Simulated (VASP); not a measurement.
Cd, 4 atoms in the cell. Symmetry: P6_3/mmc, No. 194, hexagonal system. Conventional cell: a = 2.960 Å, b = 2.960 Å, c = 11.643 Å, α = 90.00°, β = 90.00°, γ = 120.00°. Within 3.9 Å of Cd (site symmetry -3m) lie 12 Cd at 2.96 to 3.38 Å. Cd (site symmetry -6m2) has 12 Cd at 2.96 to 3.38 Å within 3.9 Å. 

| Item | Value |
| --- | --- |
| Program | VASP 6.6.1 |
| Task | single point |
| Functional | r2SCAN |
| Potentials or basis | VASP PAW PBE potentials, release 64 (Cd) |
| Cutoff | 520 eV |
| k mesh | 15 × 15 × 4 |
| Occupations | gaussian, width 0.1 eV |
| Spin | no spin polarisation |
| Dipole correction | no |
| Further INCAR settings | ALGO = Normal; EDIFF = 1e-07; NBANDS = 32 |

Potentials or basis: VASP PAW PBE potentials, release 64 (Cd).

The run is started by

```bash
$ cat potpaw_PBE.64/Cd/POTCAR > POTCAR
$ cp INCAR.step1 INCAR
$ mpirun -np 1 vasp_std > vasp.out
$ cp INCAR.step2 INCAR
$ mpirun -np 1 vasp_std > vasp.out
```

Hardware: 1 thread of Intel(R) Xeon(R) Platinum 8488C (Sapphire Rapids), on a shared host.

Q: Estimate the wall time of this run.

A: Run time: 10 min on 1 thread of Intel(R) Xeon(R) Platinum 8488C (Sapphire Rapids), on a shared host, peak memory 0.33 GiB. Counts: k points 81.
